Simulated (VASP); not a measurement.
# Hf in VASP: further runs

Hf is run at these levels: PBE+D3(BJ), PBE+D4; tasks: single point.

All numbers are computed with VASP 6.6.1; they aren't measurements. Logs are shortened: lines on timing, memory, paths and dates and some standing lists are left out, and cuts for length are marked.

## (1) The cell of the first run

The typed cell holds 1 atom: a = 3.136 Å, b = 3.136 Å, c = 3.143 Å, α = 59.83°, β = 59.83°, γ = 59.97°.

This isn't the form of Hf at room conditions, which is hcp.

## (2) Single point, PBE+D3(BJ)

The input, INCAR:

```
SYSTEM = Hf
PREC = Accurate ; ENCUT = 520
EDIFF = 1E-6 ; ISMEAR = -1
SIGMA = 0.05 ; LREAL = .False.
LASPH = .True. ; NELM = 60
ALGO = Fast ; ISIF = 2
LWAVE = .False. ; LCHARG = .True.
GGA = PE ; IVDW = 12
LELF = .True. ; LVHAR = .True.
NBANDS = 11
```

The input, KPOINTS:

```
Automatic mesh
0
Gamma
  11 11 10
  0 0 0
```

The input, POSCAR:

```
Hf
1.0
    0.0045382575      2.2209104182      2.2140059096
    2.2208942383      0.0045202495      2.2139971720
    2.2226053229      2.2225882419      0.0035181088
Hf
1
Direct
    0.0000000000      0.0000000000      0.0000000000
```

Potentials or basis: VASP PAW PBE potentials, release 64 (Hf_pv).

The run is started by

```console
> cat potpaw_PBE.64/Hf_pv/POTCAR > POTCAR
> mpirun -np 1 vasp_std > vasp.out
```

OUTCAR:

```text
SYSTEM = Hf
   PREC = Accurate
   ENCUT = 520
   EDIFF = 1E-6
   ISMEAR = -1
   LREAL = .False.
   LASPH = .True.
   NELM = 60
   ISIF = 2
   GGA = PE
   IVDW = 12
 IVDW          = 12

 ion  position               nearest neighbor table
   1  0.000  0.000  0.000-

  LATTYP: Found a base centered monoclinic cell.
 ALAT       =     5.4221429837
 B/A-ratio  =     0.5780786068
 C/A-ratio  =     0.5797022490
 COS(beta)  =    -0.5780495474

  Lattice vectors:

 A1 = (  -2.2180670654,  -0.0016778237,   2.2104878008)
 A2 = (  -0.0017110846,  -2.2180679924,   2.2104790632)
 A3 = (   2.2226053229,   2.2225882419,   0.0035181088)

Analysis of symmetry for initial positions (statically):
=====================================================================
 Subroutine PRICEL returns:
 Original cell was already a primitive cell.

 Routine SETGRP: Setting up the symmetry group for a
 base centered monoclinic supercell.

 Subroutine GETGRP returns: Found  4 space group operations
 (whereof  4 operations were pure point group operations)
 out of a pool of  4 trial point group operations.

The static configuration has the point symmetry C_2h.

Analysis of symmetry for dynamics (positions and initial velocities):
=====================================================================
 Subroutine PRICEL returns:
 Original cell was already a primitive cell.

 Routine SETGRP: Setting up the symmetry group for a
 base centered monoclinic supercell.

 Subroutine GETGRP returns: Found  4 space group operations
 (whereof  4 operations were pure point group operations)
 out of a pool of  4 trial point group operations.

The dynamic configuration has the point symmetry C_2h.

 Subroutine INISYM returns: Found  4 space group operations
 (whereof  4 operations are pure point group operations),
 and found     1 'primitive' translations

----------------------------------------------------------------------------------------

                                     Primitive cell

  volume of cell :      21.7954

  direct lattice vectors                    reciprocal lattice vectors
     0.004538258  2.220910418  2.214005910    -0.225771355  0.225415335  0.226014457
     2.220894238  0.004520250  2.213997172     0.225414488 -0.225773978  0.226016015
     2.222605323  2.222588242  0.003518109     0.225142478  0.225139898 -0.226303506

  length of vectors
     3.135966494  3.135948840  3.143228482     0.390982497  0.390984424  0.390628194

  position of ions in fractional coordinates (direct lattice)
     0.000000000  0.000000000  0.000000000

  ion indices of the primitive-cell ions
   primitive index   ion index
                 1           1

----------------------------------------------------------------------------------------

 KPOINTS: Automatic mesh

Automatic generation of k-mesh.
 Grid dimensions read from file:
 generate k-points for:   11   11   10

 Generating k-lattice:

  Cartesian coordinates                     Fractional coordinates (reciprocal lattice)
    -0.020524669  0.020492303  0.020546769     0.090909091  0.000000000 -0.000000000
     0.020492226 -0.020524907  0.020546910    -0.000000000  0.090909091 -0.000000000
     0.022514248  0.022513990 -0.022630351    -0.000000000  0.000000000  0.100000000

  Length of vectors
     0.035543863  0.035544039  0.039062819

  Shift w.r.t. Gamma in fractional coordinates (k-lattice)
     0.000000000  0.000000000  0.000000000

 Subroutine IBZKPT returns following result:
 ===========================================

 Found    336 irreducible k-points:

 Following reciprocal coordinates:
            Coordinates               Weight
  0.000000  0.000000  0.000000      1.000000
  0.090909 -0.000000 -0.000000      4.000000
  0.181818 -0.000000 -0.000000      4.000000
  0.272727 -0.000000 -0.000000      4.000000
  0.363636 -0.000000 -0.000000      4.000000
  0.454545 -0.000000 -0.000000      4.000000
[... 16 lines left out ...]
 -0.272727  0.181818  0.000000      4.000000
 -0.181818  0.181818  0.000000      2.000000
 [... further k-points ...]
   k-points           NKPTS =    336   k-points in BZ     NKDIM =    336   number of bands    NBANDS=     11
   number of dos      NEDOS =    301   number of ions     NIONS =      1
   total plane-waves  NPLWV =  13824
   dimension x,y,z NGX =    24 NGY =   24 NGZ =   24
   dimension x,y,z NGXF=    48 NGYF=   48 NGZF=   48
   ions per type =               1
   NGX,Y,Z   is equivalent  to a cutoff of  12.72, 12.72, 12.69 a.u.
   NGXF,Y,Z  is equivalent  to a cutoff of  25.45, 25.45, 25.39 a.u.
 SYSTEM =  Hf
   PREC   = accura    normal or accurate (medium, high low for compatibility)
   ISTART =      0    job   : 0-new  1-cont  2-samecut
   ICHARG =      2    charge: 1-file 2-atom 10-const
   ISPIN  =      1    spin polarized calculation?
   LNONCOLLINEAR =      F non collinear calculations
   LSORBIT =      F    spin-orbit coupling
   LASPH  =      T    aspherical Exc in radial PAW
   ENCUT  =  520.0 eV  38.22 Ry    6.18 a.u.   5.83  5.83  5.84*2*pi/ulx,y,z
   NELM   =     60;   NELMIN=  2; NELMDL= -5     # of ELM steps
   EDIFF  = 0.1E-05   stopping-criterion for ELM
   LREAL  =      F    real-space projection
   EDIFFG = 0.1E-04   stopping-criterion for IOM
   NSW    =      0    number of steps for IOM
   IBRION =     -1    ionic relax: 0-MD 1-quasi-New 2-CG
   NFREE  =      0    steps in history (QN), initial steepest desc. (CG)
   ISIF   =      2    stress and relaxation
   ISYM   =      2    0-nonsym 1-usesym 2-fastsym
   POTIM  = 0.5000    time-step for ionic-motion
   TEBEG  =    0.0;   TEEND  =   0.0 temperature during run
   PSTRESS=    0.0 pullay stress
   NELECT =      10.0000    total number of electrons
   NUPDOWN=      -1.0000    fix difference up-down
   EMIN   =  10.00;   EMAX   =-10.00  energy-range for DOS
   EFERMI =   0.00;   METHOD = LEGACY
   ISMEAR =    -1;   SIGMA  =   0.05  broadening in eV -4-tet -1-fermi 0-gaus
   EFERMI_NEDOS =   21; number of points for ismear=-14 and -15
   IALGO  =     68    algorithm
   IMIX   =      4    mixing-type and parameters
     AMIX     =   0.40;   BMIX     =  1.00
     AMIX_MAG =   1.60;   BMIX_MAG =  1.00
  volume/ion in A,a.u.               =      21.80       147.08
  Fermi-wavevector in a.u.,A,eV,Ry     =   1.262659  2.386080 21.691888  1.594309
  Thomas-Fermi vector in A             =   2.396056
   LORBIT       =      0    0 simple, 1 ext, 2 COOP (PROOUT), +10 PAW based schemes
   GGA     = PE    functional components
   LHFCALC =     F    Hartree Fock is set to
   AEXX    =    0.0000 exact exchange contribution
   IVDW    =    12    specifies the selected vdW correction
   LEPSILON=     F    determine dielectric tensor
   LRPA    =     F    only Hartree local field effects (RPA)
 non-spin polarized calculation
 RMM-DIIS sequential band-by-band and
  energy-cutoff  :      520.00
  volume of cell :       21.80
 maximum number of plane-waves:       599
   NGX = 11   NGY = 11   NGZ = 11

 number of electron      10.0000000 magnetization

 Free energy of the ion-electron system (eV)
  ---------------------------------------------------
  ext. energy  EPLUGINS =         0.00000000
  ---------------------------------------------------
  free energy    TOTEN  =        -9.85436378 eV

  energy without entropy =       -9.84331301  energy(sigma->0) =       -9.84883840

 E-fermi :   4.9351     XC(G=0): -11.4038

 val. band max:        4.9274899241   @ k =  -0.1818   0.0909   0.3000
 cond. band min:       4.9373870976   @ k =   0.4545   0.0909   0.1000
 fundamental gap:      0.0098971734
 Fermi energy:         4.9350715926

 k-point     1 :       0.0000    0.0000    0.0000
  band No.  band energies     occupation
      1     -24.9922      2.00000
      2     -24.9871      2.00000
      3     -24.9863      2.00000
      4      -2.3756      2.00000
      5       6.3025      0.00000
      6       6.3514      0.00000
      7       6.3721      0.00000
      8       9.1994      0.00000
      9       9.2550      0.00000
     10      16.3276      0.00000
     11      18.0893      0.00000

 k-point     2 :       0.0909   -0.0000   -0.0000
  band No.  band energies     occupation
      1     -25.0627      2.00000
      2     -25.0010      2.00000
      3     -24.9965      2.00000
      4      -2.0792      2.00000
      5       6.0600      0.00000
      6       6.4415      0.00000
      7       6.5065      0.00000
      8       9.0500      0.00000
      9       9.1017      0.00000
     10      16.9749      0.00000
     11      19.4738      0.00000

 k-point     3 :       0.1818   -0.0000   -0.0000
  band No.  band energies     occupation
      1     -25.2606      2.00000
      2     -25.0265      2.00000
      3     -25.0219      2.00000
      4      -1.2618      2.00000
      5       5.4386      0.00008
      6       6.6821      0.00000
      7       6.7573      0.00000
      8       8.9057      0.00000
      9       8.9440      0.00000
     10      17.3835      0.00000
     11      19.0234      0.00000

 k-point     4 :       0.2727   -0.0000   -0.0000
  band No.  band energies     occupation
      1     -25.5105      2.00000
      2     -25.0596      2.00000
      3     -25.0550      2.00000
      4      -0.1634      2.00000
      5       4.9654      0.70576
      6       6.6076      0.00000
      7       6.6909      0.00000
      8       9.3813      0.00000
      9       9.4064      0.00000
     10      16.0970      0.00000
     11      18.0922      0.00000
[... 239 lines left out ...]
 k-point    22 :      -0.3636    0.1818    0.0000
  band No.  band energies     occupation
      1     -25.7474      2.00000
      2     -25.3016      2.00000
      3     -25.1308      2.00000
      4       2.1195      2.00000
      5       4.5166      1.99954
      6       5.3546      0.00045
      7       6.9616      0.00000
      8      10.1033      0.00000
      9      12.3705      0.00000
     10      14.8795      0.00000
     11      18.5916      0.00000

 k-point    23 :      -0.2727    0.1818    0.0000
  band No.  band energies     occupation
      1     -25.6310      2.00000
      2     -25.2744      2.00000
      3     -25.0894      2.00000
      4       1.4448      2.00000
      5       4.5825      1.99827
      6       5.4078      0.00016
      7       7.1754      0.00000
      8       8.7879      0.00000
      9      11.9660      0.00000
     10      16.4401      0.00000
     11      19.1570      0.00000

 k-point    24 :      -0.1818    0.1818    0.0000
  band No.  band energies     occupation
      1     -25.4862      2.00000
      2     -25.1963      2.00000
      3     -25.0504      2.00000
      4       0.3332      2.00000
      5       4.7106      1.97778
      6       6.0808      0.00000
      7       7.6047      0.00000
      8       7.7056      0.00000
      9      10.8007      0.00000
     10      17.6416      0.00000
     11      18.1118      0.00000

 [... further k-points ...]

------------------------ aborting loop because EDIFF is reached ----------------------------------------

 Edisp (eV)   -0.46262

 E8    (eV) :    -0.2482

  FORCE on cell =-STRESS in cart. coord.  units (eV):
  Direction    XX          YY          ZZ          XY          YZ          ZX
  --------------------------------------------------------------------------------------
  -------------------------------------------------------------------------------------
  Total      -0.06470    -0.06470    -0.06309     0.00077    -0.00021    -0.00021
  in kB      -4.75577    -4.75581    -4.63759     0.05639    -0.01521    -0.01511
  external pressure =       -4.72 kB  Pullay stress =        0.00 kB

 VOLUME and BASIS-vectors are now :
 -----------------------------------------------------------------------------
  energy-cutoff  :      520.00
  volume of cell :       21.80
      direct lattice vectors                 reciprocal lattice vectors
     0.004538258  2.220910418  2.214005910    -0.225771355  0.225415335  0.226014457
     2.220894238  0.004520250  2.213997172     0.225414488 -0.225773978  0.226016015
     2.222605323  2.222588242  0.003518109     0.225142478  0.225139898 -0.226303506

 POSITION                                       TOTAL-FORCE (eV/Angst)
 -----------------------------------------------------------------------------------
      0.00000      0.00000      0.00000        -0.000000     -0.000000      0.000000
 -----------------------------------------------------------------------------------
    total drift:                               -0.000000      0.000000     -0.000000

  FREE ENERGIE OF THE ION-ELECTRON SYSTEM (eV)
  ---------------------------------------------------
  free  energy   TOTEN  =       -10.3169816592 eV

  energy  without entropy=      -10.3059308928  energy(sigma->0) =      -10.31145628
```

Wall time 67 s (1 thread of Intel Xeon Platinum 8259CL at 2.50GHz (Skylake/Cascade Lake), shared host); peak memory 0.21 GiB.

Results:

```
Free energy                : -10.3170 eV
Pressure                   : -0.5 GPa
Band gap on the k mesh     : zero (bands 5 and 6 overlap by 1.83 eV)
Dispersion energy per atom : -0.463 eV
```

Caveat: spin-orbit coupling is left out, which moves the levels of the heavy elements.

## (3) Single point, PBE+D3(BJ)

This run uses another cell than the first one, of 21.90 Å³/atom.

The input, INCAR:

```
SYSTEM = Hf
ALGO = Fast
EDIFF = 1E-6
ENCUT = 520
GGA = PE
ISIF = 2
ISMEAR = -1
IVDW = 12
LASPH = .True.
LCHARG = .True.
LELF = .True.
LREAL = .False.
LVHAR = .True.
LWAVE = .False.
NBANDS = 11
NELM = 80
PREC = Accurate
SIGMA = 0.05
```

The input, KPOINTS:

```
k-points
0
Gamma
  11 11 10
  0 0 0
```

The input, POSCAR:

```
Hf
1.0
    0.0043919997      2.2248246321      2.2175611596
    2.2248519234      0.0043739063      2.2175525287
    2.2261760510      2.2261139430      0.0038163629
Hf
1
Direct
    0.0000000000      0.0000000000      0.0000000000
```

Potentials or basis: VASP PAW PBE potentials, release 64 (Hf_pv).

The run is started by

```console
> cat potpaw_PBE.64/Hf_pv/POTCAR > POTCAR
> mpirun -np 1 vasp_std > vasp.out
```

Wall time 72 s (1 thread of Intel Xeon Platinum 8259CL at 2.50GHz (Skylake/Cascade Lake), shared host); peak memory 0.21 GiB.

It converged, with:

```yaml
Free_energy: -10.3165 eV
Pressure: -1.0 GPa
Band_gap_on_the_k_mesh: zero (bands 5 and 6 overlap by 1.83 eV)
Dispersion_energy_per_atom: -0.460 eV
```

Levels at points of the mesh, in eV from the Fermi level:
```csv
k point,band 2,band 3,band 4,band 5,band 6,band 7,band 8,band 9
"(0.00, 0.00, 0.00)",-29.94,-29.94,-7.29,1.37,1.41,1.44,4.24,4.30
"(0.00, 0.00, 0.50)",-30.06,-30.06,-3.70,0.64,1.17,1.18,6.42,6.48
```

Caveat: three body term missing; spin-orbit coupling is left out, which moves the levels of the heavy elements.

## (4) Single point, PBE+D4

This run uses another cell than the first one, of 22.20 Å³/atom.

The input, INCAR:

```
SYSTEM = Hf
ALGO = Fast ; EDIFF = 1E-7
ENCUT = 520 ; GGA = PE
ISIF = 2 ; ISMEAR = -1
IVDW = 13 ; LASPH = .True.
LCHARG = .False. ; LREAL = .False.
LWAVE = .False. ; NBANDS = 11
NELM = 60 ; PREC = Accurate
SIGMA = 0.05
```

KPOINTS is that of step 3.

The input, POSCAR:

```
Hf
1.0
    0.0038849478      2.2349343450      2.2278502240
    2.2352656399      0.0038740089      2.2278200779
    2.2356924699      2.2352935340      0.0043217969
Hf
1
Direct
    0.0000000000      0.0000000000      0.0000000000
```

The run is started by

```console
> cat potpaw_PBE.64/Hf_pv/POTCAR > POTCAR
> mpirun -np 1 vasp_std > vasp.out
```

It took 2.2 min on 1 thread of Intel Xeon Platinum 8259CL at 2.50GHz (Skylake/Cascade Lake), shared host; peak memory 0.26 GiB.

It converged, with:

| Quantity | Value |
| --- | --- |
| Free energy | -10.0705 eV |
| Pressure | -0.4 GPa |
| Band gap on the k mesh | zero (bands 5 and 6 overlap by 1.82 eV) |
| Dispersion energy per atom | -0.211 eV |

Levels at points of the mesh, in eV from the Fermi level:
| k point | band 2 | band 3 | band 4 | band 5 | band 6 | band 7 | band 8 | band 9 |
| --- | --- | --- | --- | --- | --- | --- | --- | --- |
| (0.00, 0.00, 0.00) | -29.99 | -29.99 | -7.25 | 1.37 | 1.40 | 1.43 | 4.19 | 4.25 |
| (0.00, 0.00, 0.50) | -30.10 | -30.10 | -3.66 | 0.60 | 1.17 | 1.17 | 6.33 | 6.39 |

Caveat: spin-orbit coupling is left out, which moves the levels of the heavy elements.

## (5) Overview

| level | cell | further INCAR settings | gap on the mesh (eV) | pressure (GPa) |
| --- | --- | --- | --- | --- |
| PBE+D3(BJ) | a = 3.136, b = 3.136, c = 3.143 Å, angles 59.8, 59.8, 60.0°, 1 atom | ALGO = Fast; EDIFF = 1e-06; NBANDS = 11 | none | -0.5 |
| PBE+D3(BJ) | a = 3.141, b = 3.141, c = 3.148 Å, angles 59.8, 59.8, 60.0°, 1 atom | ALGO = Fast; EDIFF = 1e-06; NBANDS = 11 | none | -1.0 |
| PBE+D4 | a = 3.156, b = 3.156, c = 3.161 Å, angles 59.8, 59.8, 60.0°, 1 atom | ALGO = Fast; EDIFF = 1e-07; NBANDS = 11 | none | -0.4 |

Alike in all rows: task single point; potentials or basis VASP PAW PBE potentials, release 64 (Hf_pv); no spin polarisation; k mesh 11 × 11 × 10; cutoff (eV) 520; smearing fermi-dirac 0.05 eV.

Caveats: spin-orbit coupling is left out, which moves the levels of the heavy elements; three body term missing (at least some runs).

Absolute energies hang on the potentials; compare differences alone.
